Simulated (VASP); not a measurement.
Input of a VASP 6.6.1 run:

INCAR

```
ALGO = Normal
EDIFF = 1E-6
EDIFFG = -0.01
ENCUT = 600
GGA = CA
IBRION = 2
ISIF = 3
ISMEAR = -1
LASPH = True
LCHARG = False
LREAL = False
LWAVE = False
NELM = 60
NSW = 80
PREC = Accurate
SIGMA = 0.1
```

The input KPOINTS:

```
k-points
0
Gamma
  6 6 6
```

POSCAR

```
Hf
1.0
    0.0000000000      3.0750000000      3.0750000000
    3.0750000000      0.0000000000      3.0750000000
    3.0750000000      3.0750000000      0.0000000000
Hf
2
Direct
    0.0000000000      0.0000000000      0.0000000000
    0.2500000000      0.2500000000      0.2500000000
```

Potentials or basis: VASP PAW LDA potentials, release 64 (Hf_pv).

Run with:

```console
$ cat potpaw_LDA.64/Hf_pv/POTCAR > POTCAR
$ mpirun -np 1 vasp_std > vasp.out
```

**Question.** What does it give for the relaxed cell?

**Answer.** a = 4.391 Å, b = 4.391 Å, c = 4.391 Å, α = 60.00°, β = 60.00°, γ = 60.00°.

**Question.** What does it give for the space group after relaxing (to 0.05 Å)?

**Answer.** Fd-3m (No. 227).

**Question.** Predict the relaxed volume.

**Answer.** 29.92 Å³/atom.

Step by step:
| step | energy change (eV) | largest force (eV/Å) | pressure (GPa) | volume (Å³) |
| --- | --- | --- | --- | --- |
| 1 | 0.0000 | 0.0000 | 0.75 | 58.15 |
| 2 | -0.0036 | 0.0000 | 0.25 | 59.30 |
| 3 | -0.0040 | 0.0000 | 0.02 | 59.85 |
